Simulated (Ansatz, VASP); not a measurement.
**Two plane-wave programs on Ge**

```xyz
2
Lattice="4.0904 0.0000 0.0000 -2.0452 3.5424 0.0000 0.0000 0.0000 3.3266" Properties=species:S:1:pos:R:3 pbc="T T T"
Ge    2.0452    1.1808    0.4686
Ge    0.0000    2.3616    2.8580
```

Alike in both runs: functional HSE06; k mesh 4 × 4 × 5; occupations fermi-dirac, width 0.05 eV; no spin polarisation.

|  | VASP | Ansatz |
| --- | --- | --- |
| version | VASP 6.6.1 | Ansatz 0.2.0 |
| potentials or method | VASP PAW PBE potentials, release 64 (Ge_d) | Ansatz PAW |
| plane-wave cutoff (eV) | 520 | 420 |
| valence electrons in the cell | 28 | 28 |
| task | single point | projected density of states |

VASP gave:

```
gap on the k mesh at the Fermi level (eV)                     : none
pressure (GPa)                                                : -3.7
traceless stress, the component that is largest in VASP (GPa) : 3.12
rms of the force components (eV/Å)                            : 0.010
```

**Question.** Estimate Ansatz's values.

**Answer.** gap on the k mesh at the Fermi level (eV): none; pressure (GPa): -3.8; traceless stress, the component that is largest in VASP (GPa): 3.09; rms of the force components (eV/Å): 0.010.

Atom by atom the forces differ by 0.001 eV/Å (rms over components). A gap of «none» marks a metal or a gap that the smearing closes.

The k mesh is coarse, so the values compare programs but aren't converged.
